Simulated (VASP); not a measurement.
# Sn (Fd-3m) in VASP: further runs, part 2 of 2

VASP 6.6.1. Earlier steps stand in the parts before.

## Step 4: Single point, PBEsol

This run uses another cell than the first one, of 34.97 Å³/atom.

Contents of INCAR:

```
PREC = Accurate
ENCUT = 520
EDIFF = 1E-7
ISMEAR = 0
SIGMA = 0.1
LREAL = False
LASPH = True
NELM = 60
ALGO = Fast
ISIF = 2
LWAVE = False
LCHARG = True
GGA = PS
LELF = True
LVHAR = True
NBANDS = 21
```

Contents of KPOINTS:

```
Automatic mesh
0
Gamma
  12 12 12
```

Contents of POSCAR:

```
Sn
1.0
    0.0000000000      3.2701710824      3.2701710824
    3.2701710824      0.0000000000      3.2701710824
    3.2701710824      3.2701710824      0.0000000000
Sn
2
Direct
    0.0000000000      0.0000000000      0.0000000000
    0.2500000000      0.2500000000      0.2500000000
```

Potentials or basis: VASP PAW PBE potentials, release 64 (Sn_d).

On the command line:

```sh
cat potpaw_PBE.64/Sn_d/POTCAR > POTCAR
mpirun -np 1 vasp_std > vasp.out
```

OUTCAR:

```text
PREC = Accurate
   ENCUT = 520
   EDIFF = 1E-7
   ISMEAR = 0
   LREAL = False
   LASPH = True
   NELM = 60
   ISIF = 2
   GGA = PS

 ion  position               nearest neighbor table
   1  0.000  0.000  0.000-   2 2.83   2 2.83   2 2.83   2 2.83
   2  0.250  0.250  0.250-   1 2.83   1 2.83   1 2.83   1 2.83

  LATTYP: Found a face centered cubic cell.
 ALAT       =     6.5403421648

  Lattice vectors:

 A1 = (   0.0000000000,   3.2701710824,   3.2701710824)
 A2 = (   3.2701710824,   0.0000000000,   3.2701710824)
 A3 = (   3.2701710824,   3.2701710824,   0.0000000000)

Analysis of symmetry for initial positions (statically):
=====================================================================
 Subroutine PRICEL returns:
 Original cell was already a primitive cell.

 Routine SETGRP: Setting up the symmetry group for a
 face centered cubic supercell.

 Subroutine GETGRP returns: Found 48 space group operations
 (whereof 24 operations were pure point group operations)
 out of a pool of 48 trial point group operations.

The static configuration has the point symmetry T_d .
 The point group associated with its full space group is O_h .

Analysis of symmetry for dynamics (positions and initial velocities):
=====================================================================
 Subroutine PRICEL returns:
 Original cell was already a primitive cell.

 Routine SETGRP: Setting up the symmetry group for a
 face centered cubic supercell.

 Subroutine GETGRP returns: Found 48 space group operations
 (whereof 24 operations were pure point group operations)
 out of a pool of 48 trial point group operations.

The dynamic configuration has the point symmetry T_d .
 The point group associated with its full space group is O_h .

 Subroutine INISYM returns: Found 48 space group operations
[... 110 lines left out ...]
   EMIN   =  10.00;   EMAX   =-10.00  energy-range for DOS
   EFERMI =   0.00;   METHOD = LEGACY
   ISMEAR =     0;   SIGMA  =   0.10  broadening in eV -4-tet -1-fermi 0-gaus
   EFERMI_NEDOS =   21; number of points for ismear=-14 and -15
   IALGO  =     68    algorithm
   IMIX   =      4    mixing-type and parameters
     AMIX     =   0.40;   BMIX     =  1.00
     AMIX_MAG =   1.60;   BMIX_MAG =  1.00
  volume/ion in A,a.u.               =      34.97       236.00
  Fermi-wavevector in a.u.,A,eV,Ry     =   1.206555  2.280058 19.807013  1.455774
  Thomas-Fermi vector in A             =   2.342219
   LORBIT       =      0    0 simple, 1 ext, 2 COOP (PROOUT), +10 PAW based schemes
   GGA     = PS    functional components
   LHFCALC =     F    Hartree Fock is set to
   AEXX    =    0.0000 exact exchange contribution
   IVDW    =     0    specifies the selected vdW correction
   LEPSILON=     F    determine dielectric tensor
   LRPA    =     F    only Hartree local field effects (RPA)
 non-spin polarized calculation
 RMM-DIIS sequential band-by-band and
 Gauss-broadening in eV      SIGMA  =   0.10
  energy-cutoff  :      520.00
  volume of cell :       69.94
 maximum number of plane-waves:      1900
   NGX = 17   NGY = 17   NGZ = 17

 number of electron      27.9999986 magnetization

 Free energy of the ion-electron system (eV)
  ---------------------------------------------------
  ext. energy  EPLUGINS =         0.00000000
  ---------------------------------------------------
  free energy    TOTEN  =        -8.46573648 eV

  energy without entropy =       -8.46449490  energy(sigma->0) =       -8.46511569

 E-fermi :   5.2258     XC(G=0):  -8.9644

 val. band max:        5.1936031738   @ k =   0.0833   0.0000   0.0000
 cond. band min:       5.3095663945   @ k =   0.3333   0.0000   0.0000
 fundamental gap:      0.1159632207
 Fermi energy:         5.2258385215

 k-point     1 :       0.0000    0.0000    0.0000
  band No.  band energies     occupation
      1     -16.3108      2.00000
      2     -16.3108      2.00000
      3     -16.3108      2.00000
      4     -16.2534      2.00000
      5     -16.2534      2.00000
      6     -15.9606      2.00000
[... 565 lines left out ...]
     20      13.0041      0.00000
     21      13.1538      0.00000

 [... further k-points ...]

------------------------ aborting loop because EDIFF is reached ----------------------------------------

  FORCE on cell =-STRESS in cart. coord.  units (eV):
  Direction    XX          YY          ZZ          XY          YZ          ZX
  --------------------------------------------------------------------------------------
  -------------------------------------------------------------------------------------
  Total       -0.0285340     -0.0285340     -0.0285340      0.0000000      0.0000000     -0.0000000
  in kB       -0.6536291     -0.6536291     -0.6536291      0.0000000      0.0000000     -0.0000000
  external PRESSURE =      -0.6536291 kB  Pullay stress =       0.0000000 kB

 VOLUME and BASIS-vectors are now :
 -----------------------------------------------------------------------------
  energy-cutoff  :      520.00
  volume of cell :       69.94
      direct lattice vectors                 reciprocal lattice vectors
     0.000000000  3.270171082  3.270171082    -0.152897199  0.152897199  0.152897199
     3.270171082  0.000000000  3.270171082     0.152897199 -0.152897199  0.152897199
     3.270171082  3.270171082  0.000000000     0.152897199  0.152897199 -0.152897199

 POSITION                                       TOTAL-FORCE (eV/Angst)
 -----------------------------------------------------------------------------------
      0.00000      0.00000      0.00000         0.000000      0.000000      0.000000
      1.63509      1.63509      1.63509        -0.000000     -0.000000     -0.000000
 -----------------------------------------------------------------------------------
    total drift:                                0.000000      0.000000      0.000000

  FREE ENERGIE OF THE ION-ELECTRON SYSTEM (eV)
  ---------------------------------------------------
  free  energy   TOTEN  =        -8.4657364838 eV

  energy  without entropy=       -8.4644949036  energy(sigma->0) =       -8.46511569
```

OSZICAR:

```text
N       E                     dE             d eps       ncg     rms          rms(c)
DAV:   1     0.229009136395E+03    0.22901E+03   -0.14516E+04  3059   0.189E+03
DAV:   2     0.167444311802E+02   -0.21226E+03   -0.20755E+03  3049   0.451E+02
DAV:   3    -0.770876560474E+01   -0.24453E+02   -0.24301E+02  3539   0.141E+02
DAV:   4    -0.853115530776E+01   -0.82239E+00   -0.82197E+00  3414   0.288E+01
DAV:   5    -0.856441384715E+01   -0.33259E-01   -0.33258E-01  4501   0.542E+00    0.316E+00
RMM:   6    -0.849648842721E+01    0.67925E-01   -0.34682E-02  3710   0.233E+00    0.184E+00
RMM:   7    -0.846391011473E+01    0.32578E-01   -0.57010E-02  3744   0.255E+00    0.158E-01
RMM:   8    -0.846521132013E+01   -0.13012E-02   -0.10404E-02  3925   0.905E-01    0.675E-02
RMM:   9    -0.846570352907E+01   -0.49221E-03   -0.29692E-03  4787   0.461E-01    0.311E-02
RMM:  10    -0.846572593877E+01   -0.22410E-04   -0.23151E-04  4035   0.156E-01    0.943E-03
RMM:  11    -0.846573642381E+01   -0.10485E-04   -0.10114E-04  5072   0.777E-02    0.823E-03
RMM:  12    -0.846573650136E+01   -0.77553E-07   -0.65312E-06  4132   0.254E-02    0.178E-03
RMM:  13    -0.846573647948E+01    0.21885E-07   -0.33668E-06  4754   0.156E-02    0.964E-04
RMM:  14    -0.846573648378E+01   -0.43028E-08   -0.51647E-07  3008   0.573E-03
   1 F= -.84657365E+01 E0= -.84651157E+01  d E =-.124158E-02
```

stdout:

```text
POSCAR found type information on POSCAR Sn
 POSCAR found :  1 types and       2 ions
 scaLAPACK will be used
 -----------------------------------------------------------------------------
|                                                                             |
|                                                                             |
|     You enforced a specific xc type in the INCAR file but a different       |
|     I HOPE YOU KNOW WHAT YOU ARE DOING!                                     |
|                                                                             |
 -----------------------------------------------------------------------------

 LDA part: xc-table for (Slater+PW92), standard interpolation
 POSCAR, INCAR and KPOINTS ok, starting setup
 FFT: planning ... GRIDC
 FFT: planning ... GRID_SOFT
 FFT: planning ... GRID
 WAVECAR not read
 entering main loop
WARNING in EDDRMM: call to ZHEGV failed, returncode =   8  4     21
 num prob RMM:  14    -0.846573648378E+01   -0.43028E-08   -0.51647E-07  3008   0.573E-03
```

Wall time 3 min (1 thread of Intel Xeon 8259CL, shared host); peak memory 0.25 GiB.

Results:

| Item | Value |
| --- | --- |
| Free energy | -8.4657 eV |
| Pressure | -0.1 GPa |
| Band gap on the k mesh | zero (bands 14 and 15 overlap by 0.19 eV) |

Caveat: the PAW data sets were made with another functional, which shifts forces and pressure a little; spin-orbit coupling is left out, which moves the levels of the heavy elements.

## Step 5: Single point, PBEsol (36.02 Å³/atom)

This run uses another cell than the first one, of 36.02 Å³/atom.

Contents of INCAR:

```
PREC = Accurate
ENCUT = 520
EDIFF = 1E-6
ISMEAR = 0
SIGMA = 0.1
LREAL = F
LASPH = T
NELM = 100
ALGO = Fast
ISIF = 2
LWAVE = F
LCHARG = T
GGA = PS
LELF = T
LVHAR = T
NBANDS = 21
```

Contents of KPOINTS:

```
regular mesh
0
Gamma
  12 12 12
```

Contents of POSCAR:

```
Sn
1.0
    0.0000000000      3.3025511197      3.3025511197
    3.3025511197      0.0000000000      3.3025511197
    3.3025511197      3.3025511197      0.0000000000
Sn
2
Direct
    0.0000000000      0.0000000000      0.0000000000
    0.2500000000      0.2500000000      0.2500000000
```

Potentials or basis: VASP PAW PBE potentials, release 64 (Sn_d).

On the command line:

```sh
cat potpaw_PBE.64/Sn_d/POTCAR > POTCAR
mpirun -np 1 vasp_std > vasp.out
```

OUTCAR:

```text
PREC = Accurate
   ENCUT = 520
   EDIFF = 1E-6
   ISMEAR = 0
   LREAL = F
   LASPH = T
   NELM = 100
   ISIF = 2
   GGA = PS

 ion  position               nearest neighbor table
   1  0.000  0.000  0.000-   2 2.86   2 2.86   2 2.86   2 2.86
   2  0.250  0.250  0.250-   1 2.86   1 2.86   1 2.86   1 2.86

  LATTYP: Found a face centered cubic cell.
 ALAT       =     6.6051022394

  Lattice vectors:

 A1 = (   0.0000000000,   3.3025511197,   3.3025511197)
 A2 = (   3.3025511197,   0.0000000000,   3.3025511197)
 A3 = (   3.3025511197,   3.3025511197,   0.0000000000)

Analysis of symmetry for initial positions (statically):
=====================================================================
 Subroutine PRICEL returns:
 Original cell was already a primitive cell.

 Routine SETGRP: Setting up the symmetry group for a
 face centered cubic supercell.

 Subroutine GETGRP returns: Found 48 space group operations
 (whereof 24 operations were pure point group operations)
 out of a pool of 48 trial point group operations.

The static configuration has the point symmetry T_d .
[... 160 lines left out ...]
  free energy    TOTEN  =        -8.45794345 eV

  energy without entropy =       -8.45665812  energy(sigma->0) =       -8.45730079

 E-fermi :   4.9141     XC(G=0):  -8.8370

 val. band max:        4.9011008230   @ k =   0.0833   0.0000   0.0000
 cond. band min:       4.9551298163   @ k =   0.3333   0.0000   0.0000
 fundamental gap:      0.0540289934
 Fermi energy:         4.9141222136

 k-point     1 :       0.0000    0.0000    0.0000
  band No.  band energies     occupation
      1     -16.5581      2.00000
      2     -16.5581      2.00000
      3     -16.5581      2.00000
      4     -16.5047      2.00000
      5     -16.5047      2.00000
      6     -16.2341      2.00000
[... 565 lines left out ...]
     20      12.6366      0.00000
     21      12.7846      0.00000

 [... further k-points ...]

------------------------ aborting loop because EDIFF is reached ----------------------------------------

  FORCE on cell =-STRESS in cart. coord.  units (eV):
  Direction    XX          YY          ZZ          XY          YZ          ZX
  --------------------------------------------------------------------------------------
  -------------------------------------------------------------------------------------
  Total       -0.5655408     -0.5655408     -0.5655408     -0.0000000      0.0000000      0.0000000
  in kB      -12.5775457    -12.5775457    -12.5775457     -0.0000000      0.0000000      0.0000000
  external PRESSURE =     -12.5775457 kB  Pullay stress =       0.0000000 kB

 VOLUME and BASIS-vectors are now :
 -----------------------------------------------------------------------------
  energy-cutoff  :      520.00
  volume of cell :       72.04
      direct lattice vectors                 reciprocal lattice vectors
     0.000000000  3.302551120  3.302551120    -0.151398111  0.151398111  0.151398111
     3.302551120  0.000000000  3.302551120     0.151398111 -0.151398111  0.151398111
     3.302551120  3.302551120  0.000000000     0.151398111  0.151398111 -0.151398111

 POSITION                                       TOTAL-FORCE (eV/Angst)
 -----------------------------------------------------------------------------------
      0.00000      0.00000      0.00000         0.000000     -0.000000     -0.000000
      1.65128      1.65128      1.65128         0.000000      0.000000      0.000000
 -----------------------------------------------------------------------------------
    total drift:                                0.000000      0.000000      0.000000

  FREE ENERGIE OF THE ION-ELECTRON SYSTEM (eV)
  ---------------------------------------------------
  free  energy   TOTEN  =        -8.4579434540 eV

  energy  without entropy=       -8.4566581194  energy(sigma->0) =       -8.45730079
```

Run time: 2.9 min. Hardware: 1 thread of Intel Xeon 8259CL, shared host; peak memory 0.26 GiB.

What came out:

* Free energy: -8.4579 eV
* Pressure: -1.3 GPa
* Band gap on the k mesh: zero (bands 14 and 15 overlap by 0.25 eV)

Caveat: the PAW data sets were made with another functional, which shifts forces and pressure a little; spin-orbit coupling is left out, which moves the levels of the heavy elements.

## Step 6: Single point, PBEsol (37.07 Å³/atom)

This run uses another cell than the first one, of 37.07 Å³/atom.

Contents of INCAR:

```
SYSTEM = Sn
PREC = Accurate ; ENCUT = 520
EDIFF = 1E-7 ; ISMEAR = 0
SIGMA = 0.1 ; LREAL = .FALSE.
LASPH = .TRUE. ; NELM = 80
ALGO = Normal ; ISIF = 2
LWAVE = .FALSE. ; LCHARG = .TRUE.
GGA = PS ; LELF = .TRUE.
LVHAR = .TRUE. ; NBANDS = 21
```

Contents of KPOINTS:

```
regular mesh
0
G
  12 12 12
  0 0 0
```

Contents of POSCAR:

```
Sn
1.0
    0.0000000000      3.3343083671      3.3343083671
    3.3343083671      0.0000000000      3.3343083671
    3.3343083671      3.3343083671      0.0000000000
Sn
2
Direct
    0.0000000000      0.0000000000      0.0000000000
    0.2500000000      0.2500000000      0.2500000000
```

Potentials or basis: VASP PAW PBE potentials, release 64 (Sn_d).

On the command line:

```sh
cat potpaw_PBE.64/Sn_d/POTCAR > POTCAR
mpirun -np 1 vasp_std > vasp.out
```

Run time: 2.1 min. Hardware: 1 thread of Intel Xeon 8259CL, shared host; peak memory 0.25 GiB.

Results (log left out):

- Free energy: -8.4365 eV
- Pressure: -2.2 GPa
- Band gap on the k mesh: zero (bands 14 and 15 overlap by 0.30 eV)

Levels at points of the mesh, in eV from the Fermi level:
| k point | band 11 | band 12 | band 13 | band 14 | band 15 | band 16 | band 17 | band 18 |
| --- | --- | --- | --- | --- | --- | --- | --- | --- |
| (0.00, 0.00, 0.00) | -10.07 | -1.20 | 0.13 | 0.13 | 0.13 | 2.17 | 2.17 | 2.17 |
| (0.50, 0.00, 0.00) | -8.60 | -6.00 | -0.96 | -0.96 | -0.17 | 3.21 | 3.21 | 5.61 |
| (0.50, 0.50, 0.00) | -7.23 | -7.23 | -2.18 | -2.18 | 0.88 | 0.88 | 7.23 | 7.23 |

Caveat: the PAW data sets were made with another functional, which shifts forces and pressure a little; spin-orbit coupling is left out, which moves the levels of the heavy elements.

## Step 7: The runs side by side

```csv
cell,gap on the mesh (eV),pressure (GPa)
"a = 4.573 Å, angles 60.0°, 2 atoms",none,1.5
"a = 4.578 Å, angles 60.0°, 2 atoms",none,1.3
"a = 4.625 Å, angles 60.0°, 2 atoms",none,-0.1
"a = 4.671 Å, angles 60.0°, 2 atoms",none,-1.3
"a = 4.715 Å, angles 60.0°, 2 atoms",none,-2.2
```

Alike in all rows: task single point; level PBEsol; potentials or basis VASP PAW PBE potentials, release 64 (Sn_d); no spin polarisation; k mesh 12 × 12 × 12; cutoff (eV) 520; smearing gaussian 0.1 eV.

Caveats: the PAW data sets were made with another functional, which shifts forces and pressure a little; spin-orbit coupling is left out, which moves the levels of the heavy elements.

Absolute energies hang on the potentials; compare differences alone.

The gap in the log of VASP goes by the Fermi energy; the results here count the filled bands.